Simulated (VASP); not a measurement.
Here is a VASP 6.6.1 calculation.

The input INCAR:

```
SYSTEM = Al
ALGO     = Fast           ! electronic algorithm
EDIFF    = 1E-7           ! SCF threshold, eV
ENCUT    = 520            ! plane-wave cutoff, eV
GGA      = PE             ! functional
ISIF     = 2              ! what is computed and relaxed
ISMEAR   = 0              ! smearing method
IVDW     = 12             ! dispersion correction
LASPH    = .TRUE.         ! aspherical terms in the spheres
LCHARG   = .FALSE.        ! write CHGCAR
LREAL    = .FALSE.        ! projectors in reciprocal space
LWAVE    = .FALSE.        ! write WAVECAR
NBANDS   = 8              ! bands
NELM     = 80             ! most SCF steps
PREC     = Accurate       ! precision mode
SIGMA    = 0.15           ! smearing width, eV
```

Contents of KPOINTS:

```
k-points
0
G
  22 22 22
  0 0 0
```

POSCAR

```
Al
1.0
    0.0000000000      2.4413560256      1.5361012113
    2.4413560256      0.0000000000      1.5361012113
    2.4413560256      2.4413560256      0.0000000000
Al
1
Direct
    0.0000000000      0.0000000000      0.0000000000
```

Potentials or basis: VASP PAW PBE potentials, release 64 (Al).

The run is started by

```bash
$ cat potpaw_PBE.64/Al/POTCAR > POTCAR
$ mpirun -np 1 vasp_std > vasp.out
```

Problem. Predict the band gap on the k mesh.

Solution. Zero (an odd number of electrons rules out a gap without spin polarisation).

Problem. What does it give for the dispersion energy per atom?

Solution. -0.302 eV.

Problem. What does it give for the pressure?

Solution. -7.4 GPa.

Stress tensor (GPa, compression positive):
```
-6.65  0.00  0.00
 0.00 -6.65  0.00
 0.00  0.00 -8.85
```

Caveat: the cell stands under tension.
